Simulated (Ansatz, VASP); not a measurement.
Hf2TaN3: VASP beside Ansatz

Contents of INCAR:

```
SYSTEM = Hf2TaN3
ALGO = Normal ; EDIFF = 1E-6
EDIFFG = -0.04 ; ENCUT = 600
GGA = PE ; IBRION = 2
ISIF = 3 ; ISMEAR = 0
LASPH = .TRUE. ; LCHARG = .FALSE.
LREAL = .FALSE. ; LWAVE = .FALSE.
NELM = 80 ; NSW = 90
PREC = Accurate ; SIGMA = 0.1
```

File KPOINTS:

```
k-points
0
G
  6 6 4
  0 0 0
```

The input POSCAR:

```
Hf2TaN3
1.0
    4.4933664600      0.0000000000      0.0000000000
   -2.2466832300      3.8913695100      0.0000000000
    0.0000000000      0.0000000000      4.9214846100
Hf Ta N
2 1 3
Direct
    0.3333333300      0.6666666700      0.5000000000
    0.6666666700      0.3333333300      0.5000000000
    0.0000000000      0.0000000000      0.0000000000
    0.3333333300      0.6666666700      0.0000000000
    0.6666666700      0.3333333300      0.0000000000
    0.0000000000      0.0000000000      0.5000000000
```

Input for Ansatz:

```yaml
crystal:
  lattice:
    - [4.49336646, 0.0, 0.0]
    - [-2.24668323, 3.89136951, 0.0]
    - [0.0, 0.0, 4.92148461]
  atoms:
    - { symbol: Hf, position: [0.33333333, 0.66666667, 0.5] }
    - { symbol: Hf, position: [0.66666667, 0.33333333, 0.5] }
    - { symbol: Ta, position: [0.0, 0.0, 0.0] }
    - { symbol: "N", position: [0.33333333, 0.66666667, 0.0] }
    - { symbol: "N", position: [0.66666667, 0.33333333, 0.0] }
    - { symbol: "N", position: [0.0, 0.0, 0.5] }
basis:
  ecutwfc: 420
kpoints:
  mp_grid: { grid: [6, 6, 4] }
hamiltonian:
  xc: pbe
scf:
  occupations: { method: gaussian, width: 0.1 }
  lower_state_search: "off"
output:
  forces: true
  stress: true
  eigenvalues: true
relax:
  adjacent_minimum: "off"
  f_tol: 0.04
  max_steps: 70
  cell: { stress_tol: 0.4 }
```

Alike in both runs: task relaxation of cell and atoms; functional PBE; k mesh 6 × 6 × 4; occupations gaussian, width 0.1 eV; no spin polarisation.

|  | VASP | Ansatz |
| --- | --- | --- |
| version | VASP 6.6.1 | Ansatz 0.2.0 |
| potentials or method | VASP PAW PBE potentials, release 64 (Hf_pv, Ta_pv, N), cutoff 600 eV | scalar-relativistic, plane waves, PAW |
| valence electrons in the cell | 46 | 80 |

```csv
,VASP,Ansatz,Ansatz less VASP
"gap on the k mesh at the Fermi level, each at its own relaxed structure (eV)",none,none,-
relaxed volume (Å³/atom),12.95,13.04,+0.085
relaxed length of the cell vector where the two differ most in proportion (Å),4.629,4.645,+0.0161
```

A gap of «none» marks a metal or a gap that the smearing closes. VASP's potentials hold 46 valence electrons a cell and Ansatz's 80, so a difference there can come from the potentials and not from the codes.

Neither program's run includes spin-orbit coupling.
